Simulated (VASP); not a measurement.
# MgO (I4/mmm) in VASP: further runs

The runs below take MgO through single point, with PBE.

Everything below comes from runs of VASP 6.6.1. Logs are shortened: lines on timing, memory, paths and dates and some standing lists are left out, and cuts for length are marked.

**1. The cell of the first run**

Symmetry: I4/mmm, No. 139, tetragonal system. The conventional cell has a = 2.858 Å, b = 2.858 Å, c = 4.254 Å, α = 90.00°, β = 90.00°, γ = 90.00°. Within 2.7 Å of Mg (site symmetry 4/mmm) lie 6 O at 2.02 to 2.13 Å. Within 2.7 Å of O (site symmetry 4/mmm) lie 6 Mg at 2.02 to 2.13 Å.

**2. Single point, PBE (strain -0.050 along x and y, +0.000 along z)**

INCAR

```
ALGO = Normal ; EDIFF = 1E-6
ENCUT = 520 ; GGA = PE
ISIF = 2 ; ISMEAR = 0
LASPH = True ; LCHARG = False
LREAL = False ; LWAVE = False
NBANDS = 11 ; NELM = 100
PREC = Accurate ; SIGMA = 0.05
```

KPOINTS

```
k-points
0
Gamma
  10 10 10
```

POSCAR

```
MgO
1.0
    0.0000000000      2.0205767601      2.1269229054
    2.0205767601      0.0000000000      2.1269229054
    2.0205767601      2.0205767601      0.0000000000
Mg O
1 1
Direct
    0.0000000000      0.0000000000      0.0000000000
    0.5000000000      0.5000000000      0.5000000000
```

Potentials or basis: VASP PAW PBE potentials, release 64 (Mg, O).

Run with:

```bash
$ cat potpaw_PBE.64/Mg/POTCAR potpaw_PBE.64/O/POTCAR > POTCAR
$ mpirun -np 1 vasp_std > vasp.out
```

OUTCAR:

```text
EDIFF = 1E-6
   ENCUT = 520
   GGA = PE
   ISIF = 2
   ISMEAR = 0
   LASPH = True
   LREAL = False
   NELM = 100
   PREC = Accurate

 ion  position               nearest neighbor table
   1  0.000  0.000  0.000-   2 2.02   2 2.02   2 2.02   2 2.02   2 2.13   2 2.13
   2  0.500  0.500  0.500-   1 2.02   1 2.02   1 2.02   1 2.02   1 2.13   1 2.13

  LATTYP: Found a body centered tetragonal cell.
 ALAT       =     2.8575270579
 C/A-ratio  =     1.4886458552

  Lattice vectors:

 A1 = (  -2.0205767601,   0.0000000000,   2.1269229054)
 A2 = (   2.0205767601,   0.0000000000,   2.1269229054)
 A3 = (   0.0000000000,   2.0205767601,  -2.1269229054)

Analysis of symmetry for initial positions (statically):
=====================================================================
 Subroutine PRICEL returns:
 Original cell was already a primitive cell.

 Routine SETGRP: Setting up the symmetry group for a
 body centered tetragonal supercell.

 Subroutine GETGRP returns: Found 16 space group operations
 (whereof 16 operations were pure point group operations)
 out of a pool of 16 trial point group operations.

The static configuration has the point symmetry D_4h.

Analysis of symmetry for dynamics (positions and initial velocities):
=====================================================================
 Subroutine PRICEL returns:
 Original cell was already a primitive cell.

 Routine SETGRP: Setting up the symmetry group for a
 body centered tetragonal supercell.

 Subroutine GETGRP returns: Found 16 space group operations
 (whereof 16 operations were pure point group operations)
 out of a pool of 16 trial point group operations.

The dynamic configuration has the point symmetry D_4h.

 Subroutine INISYM returns: Found 16 space group operations
 (whereof 16 operations are pure point group operations),
 and found     1 'primitive' translations

----------------------------------------------------------------------------------------

                                     Primitive cell

  volume of cell :      17.3673

  direct lattice vectors                    reciprocal lattice vectors
     0.000000000  2.020576760  2.126922905    -0.247454098  0.247454098  0.235081393
     2.020576760  0.000000000  2.126922905     0.247454098 -0.247454098  0.235081393
     2.020576760  2.020576760  0.000000000     0.247454098  0.247454098 -0.235081393

  length of vectors
     2.933689058  2.933689058  2.857527058     0.421580743  0.421580743  0.421580743

  position of ions in fractional coordinates (direct lattice)
     0.000000000  0.000000000  0.000000000
     0.500000000  0.500000000  0.500000000

  ion indices of the primitive-cell ions
   primitive index   ion index
                 1           1
                 2           2

----------------------------------------------------------------------------------------

 KPOINTS: k-points

Automatic generation of k-mesh.
 Grid dimensions read from file:
 generate k-points for:   10   10   10

 Generating k-lattice:

  Cartesian coordinates                     Fractional coordinates (reciprocal lattice)
    -0.024745410  0.024745410  0.023508139     0.100000000 -0.000000000  0.000000000
     0.024745410 -0.024745410  0.023508139    -0.000000000  0.100000000  0.000000000
     0.024745410  0.024745410 -0.023508139     0.000000000  0.000000000  0.100000000

  Length of vectors
     0.042158074  0.042158074  0.042158074

  Shift w.r.t. Gamma in fractional coordinates (k-lattice)
     0.000000000  0.000000000  0.000000000

 Subroutine IBZKPT returns following result:
 ===========================================

 Found    102 irreducible k-points:

 Following reciprocal coordinates:
            Coordinates               Weight
  0.000000  0.000000  0.000000      1.000000
  0.100000 -0.000000  0.000000      8.000000
  0.200000 -0.000000  0.000000      8.000000
  0.300000  0.000000  0.000000      8.000000
  0.400000 -0.000000  0.000000      8.000000
  0.500000  0.000000  0.000000      4.000000
[... 16 lines left out ...]
  0.300000  0.300000  0.000000      2.000000
  0.400000  0.300000  0.000000      8.000000
 [... further k-points ...]
   k-points           NKPTS =    102   k-points in BZ     NKDIM =    102   number of bands    NBANDS=     11
   number of dos      NEDOS =    301   number of ions     NIONS =      2
   total plane-waves  NPLWV =  13824
   dimension x,y,z NGX =    24 NGY =   24 NGZ =   24
   dimension x,y,z NGXF=    48 NGYF=   48 NGZF=   48
   ions per type =               1   1
   NGX,Y,Z   is equivalent  to a cutoff of  13.60, 13.60, 13.96 a.u.
   NGXF,Y,Z  is equivalent  to a cutoff of  27.20, 27.20, 27.93 a.u.
 SYSTEM =  unknown system
   PREC   = accura    normal or accurate (medium, high low for compatibility)
   ISTART =      0    job   : 0-new  1-cont  2-samecut
   ICHARG =      2    charge: 1-file 2-atom 10-const
   ISPIN  =      1    spin polarized calculation?
   LNONCOLLINEAR =      F non collinear calculations
   LSORBIT =      F    spin-orbit coupling
   LASPH  =      T    aspherical Exc in radial PAW
   ENCUT  =  520.0 eV  38.22 Ry    6.18 a.u.   5.45  5.45  5.31*2*pi/ulx,y,z
   NELM   =    100;   NELMIN=  2; NELMDL= -5     # of ELM steps
   EDIFF  = 0.1E-05   stopping-criterion for ELM
   LREAL  =      F    real-space projection
   EDIFFG = 0.1E-04   stopping-criterion for IOM
   NSW    =      0    number of steps for IOM
   IBRION =     -1    ionic relax: 0-MD 1-quasi-New 2-CG
   NFREE  =      0    steps in history (QN), initial steepest desc. (CG)
   ISIF   =      2    stress and relaxation
   ISYM   =      2    0-nonsym 1-usesym 2-fastsym
   POTIM  = 0.5000    time-step for ionic-motion
   TEBEG  =    0.0;   TEEND  =   0.0 temperature during run
   PSTRESS=    0.0 pullay stress
   NELECT =       8.0000    total number of electrons
   NUPDOWN=      -1.0000    fix difference up-down
   EMIN   =  10.00;   EMAX   =-10.00  energy-range for DOS
   EFERMI =   0.00;   METHOD = LEGACY
   ISMEAR =     0;   SIGMA  =   0.05  broadening in eV -4-tet -1-fermi 0-gaus
   EFERMI_NEDOS =   21; number of points for ismear=-14 and -15
   IALGO  =     38    algorithm
   IMIX   =      4    mixing-type and parameters
     AMIX     =   0.40;   BMIX     =  1.00
     AMIX_MAG =   1.60;   BMIX_MAG =  1.00
  volume/ion in A,a.u.               =       8.68        58.60
  Fermi-wavevector in a.u.,A,eV,Ry     =   1.264331  2.389239 21.749349  1.598532
  Thomas-Fermi vector in A             =   2.397641
   LORBIT       =      0    0 simple, 1 ext, 2 COOP (PROOUT), +10 PAW based schemes
   GGA     = PE    functional components
   LHFCALC =     F    Hartree Fock is set to
   AEXX    =    0.0000 exact exchange contribution
   IVDW    =     0    specifies the selected vdW correction
   LEPSILON=     F    determine dielectric tensor
   LRPA    =     F    only Hartree local field effects (RPA)
 non-spin polarized calculation
 Gauss-broadening in eV      SIGMA  =   0.05
  energy-cutoff  :      520.00
  volume of cell :       17.37
 maximum number of plane-waves:       485
 NGX is ok and might be reduce to    24
   NGX = 11   NGY = 11   NGZ = 11

 number of electron       7.9999999 magnetization

 Free energy of the ion-electron system (eV)
  ---------------------------------------------------
  ext. energy  EPLUGINS =         0.00000000
  ---------------------------------------------------
  free energy    TOTEN  =       -11.78796072 eV

  energy without entropy =      -11.78796072  energy(sigma->0) =      -11.78796072

 E-fermi :   4.0661     XC(G=0): -11.4255

 val. band max:        3.8064153285   @ k =   0.0000   0.0000   0.0000
 cond. band min:       9.1972841186   @ k =   0.0000   0.0000   0.0000
 fundamental gap:      5.3908687900
 Fermi energy:         4.0661021569

 k-point     1 :       0.0000    0.0000    0.0000
  band No.  band energies     occupation
      1     -13.9045      2.00000
      2       3.7232      2.00000
      3       3.7232      2.00000
      4       3.8064      2.00000
      5       9.1973      0.00000
      6      19.6136      0.00000
      7      20.1900      0.00000
      8      20.1900      0.00000
      9      24.1181      0.00000
     10      25.1386      0.00000
     11      26.8348      0.00000

 k-point     2 :       0.1000   -0.0000    0.0000
  band No.  band energies     occupation
      1     -13.7849      2.00000
      2       3.0812      2.00000
      3       3.6564      2.00000
      4       3.6940      2.00000
      5       9.8171      0.00000
      6      18.7065      0.00000
      7      20.0628      0.00000
      8      20.4680      0.00000
      9      24.5770      0.00000
     10      25.9137      0.00000
     11      26.1150      0.00000

 k-point     3 :       0.2000   -0.0000    0.0000
  band No.  band energies     occupation
      1     -13.4541      2.00000
      2       1.6897      2.00000
      3       3.4707      2.00000
      4       3.4870      2.00000
      5      11.0005      0.00000
      6      17.2187      0.00000
      7      20.5310      0.00000
      8      21.1247      0.00000
      9      24.1133      0.00000
     10      25.2725      0.00000
     11      27.2303      0.00000

 k-point     4 :       0.3000    0.0000    0.0000
  band No.  band energies     occupation
      1     -13.0030      2.00000
      2       0.2633      2.00000
      3       3.2122      2.00000
      4       3.2868      2.00000
      5      11.8570      0.00000
      6      16.6613      0.00000
      7      20.6213      0.00000
      8      21.5720      0.00000
      9      24.7915      0.00000
     10      25.4364      0.00000
     11      26.7007      0.00000

 k-point     5 :       0.4000   -0.0000    0.0000
  band No.  band energies     occupation
      1     -12.5941      2.00000
      2      -0.7955      2.00000
      3       3.0143      2.00000
      4       3.1317      2.00000
      5      12.0969      0.00000
      6      16.9337      0.00000
      7      20.4176      0.00000
      8      21.5402      0.00000
      9      25.8516      0.00000
     10      26.4479      0.00000
     11      26.6235      0.00000
[... 211 lines left out ...]
 k-point    21 :      -0.3000    0.2000    0.0000
  band No.  band energies     occupation
      1     -12.4856      2.00000
      2      -0.2706      2.00000
      3       1.7645      2.00000
      4       3.0768      2.00000
      5      13.6846      0.00000
      6      15.9731      0.00000
      7      18.8522      0.00000
      8      22.5057      0.00000
      9      25.0611      0.00000
     10      25.9437      0.00000
     11      29.5057      0.00000

 k-point    22 :      -0.2000    0.2000    0.0000
  band No.  band energies     occupation
      1     -12.8394      2.00000
      2       0.3356      2.00000
      3       2.3276      2.00000
      4       3.2751      2.00000
      5      12.9077      0.00000
      6      15.8060      0.00000
      7      19.7619      0.00000
      8      23.0229      0.00000
      9      23.1047      0.00000
     10      25.9972      0.00000
     11      29.0907      0.00000

 k-point    23 :       0.3000    0.3000    0.0000
  band No.  band energies     occupation
      1     -12.8628      2.00000
      2       0.3731      2.00000
      3       2.8487      2.00000
      4       2.8487      2.00000
      5      13.4207      0.00000
      6      14.6048      0.00000
      7      18.4785      0.00000
      8      22.9285      0.00000
      9      22.9285      0.00000
     10      29.3323      0.00000
     11      31.9359      0.00000

 k-point    24 :       0.4000    0.3000    0.0000
  band No.  band energies     occupation
      1     -12.5838      2.00000
      2      -0.1104      2.00000
      3       2.4273      2.00000
      4       2.7071      2.00000
      5      14.0726      0.00000
      6      14.5262      0.00000
      7      17.7127      0.00000
      8      23.3104      0.00000
      9      23.4272      0.00000
     10      30.0032      0.00000
     11      31.6979      0.00000

 [... further k-points ...]
[... 5 lines left out ...]
  --------------------------------------------------------------------------------------
  -------------------------------------------------------------------------------------
  Total        2.6288580      2.6288580      1.0029871      0.0000000      0.0000000      0.0000000
  in kB      242.5187132    242.5187132     92.5280628      0.0000000      0.0000000      0.0000000
  external PRESSURE =     192.5218298 kB  Pullay stress =       0.0000000 kB

 VOLUME and BASIS-vectors are now :
 -----------------------------------------------------------------------------
  energy-cutoff  :      520.00
  volume of cell :       17.37
      direct lattice vectors                 reciprocal lattice vectors
     0.000000000  2.020576760  2.126922905    -0.247454098  0.247454098  0.235081393
     2.020576760  0.000000000  2.126922905     0.247454098 -0.247454098  0.235081393
     2.020576760  2.020576760  0.000000000     0.247454098  0.247454098 -0.235081393

 POSITION                                       TOTAL-FORCE (eV/Angst)
 -----------------------------------------------------------------------------------
      0.00000      0.00000      0.00000         0.000000      0.000000      0.000000
      2.02058      2.02058      2.12692         0.000000      0.000000     -0.000000
 -----------------------------------------------------------------------------------
    total drift:                               -0.000000     -0.000000      0.000000

  FREE ENERGIE OF THE ION-ELECTRON SYSTEM (eV)
  ---------------------------------------------------
  free  energy   TOTEN  =       -11.7879607200 eV

  energy  without entropy=      -11.7879607200  energy(sigma->0) =      -11.78796072
```

It took 7.2 s on 1 thread of Intel Xeon 6975P-C (Granite Rapids), shared host; peak memory 0.15 GiB.

Results:

```yaml
Free_energy: -11.7880 eV
Pressure: 19.3 GPa
Band_gap_on_the_k_mesh: 5.39 eV, direct
```

Caveat: the cell differs from its parent crystal (strain -0.050 along x and y, +0.000 along z).

**3. Single point, PBE (strain -0.050 along x and y, +0.025 along z)**

INCAR

```
SYSTEM = MgO
  PREC = Accurate
  ENCUT = 520
  EDIFF = 1E-6
  ISMEAR = 0
  SIGMA = 0.05
  LREAL = .FALSE.
  LASPH = .TRUE.
  NELM = 60
  ALGO = Normal
  ISIF = 2
  LWAVE = .FALSE.
  LCHARG = .FALSE.
  GGA = PE
  NBANDS = 11
```

KPOINTS

```
regular mesh
0
G
  10 10 10
  0 0 0
```

POSCAR

```
MgO
1.0
    0.0000000000      2.0205767601      2.1800959780
    2.0205767601      0.0000000000      2.1800959780
    2.0205767601      2.0205767601      0.0000000000
Mg O
1 1
Direct
    0.0000000000      0.0000000000      0.0000000000
    0.5000000000      0.5000000000      0.5000000000
```

Potentials or basis: VASP PAW PBE potentials, release 64 (Mg, O).

Run with:

```bash
$ cat potpaw_PBE.64/Mg/POTCAR potpaw_PBE.64/O/POTCAR > POTCAR
$ mpirun -np 1 vasp_std > vasp.out
```

It took 7.7 s on 1 thread of Intel Xeon 6975P-C (Granite Rapids), shared host; peak memory 0.15 GiB.

It converged, with:

```yaml
Free_energy: -11.8039 eV
Pressure: 15.0 GPa
Band_gap_on_the_k_mesh: 5.09 eV, direct
```

Stress tensor (GPa, compression positive):
```
21.38  0.00  0.00
 0.00 21.38  0.00
 0.00  0.00  2.35
```

Levels at points of the mesh, in eV from the valence-band top:
| k point | band 1 | band 2 | band 3 | band 4 | band 5 | band 6 | band 7 | band 8 |
| --- | --- | --- | --- | --- | --- | --- | --- | --- |
| (0.00, 0.00, 0.00) | -17.60 | -0.12 | -0.12 | 0.00 | 5.09 | 15.51 | 16.35 | 16.35 |
| (0.50, 0.00, 0.00) | -16.18 | -4.90 | -0.89 | -0.70 | 8.09 | 13.03 | 16.06 | 17.69 |
| (0.50, 0.50, 0.00) | -16.08 | -4.54 | -1.26 | -1.26 | 9.66 | 10.63 | 12.88 | 20.29 |
| (0.50, 0.00, 0.50) | -15.84 | -4.25 | -1.84 | -1.35 | 8.90 | 10.41 | 13.88 | 18.61 |

Caveat: the cell differs from its parent crystal (strain -0.050 along x and y, +0.025 along z).
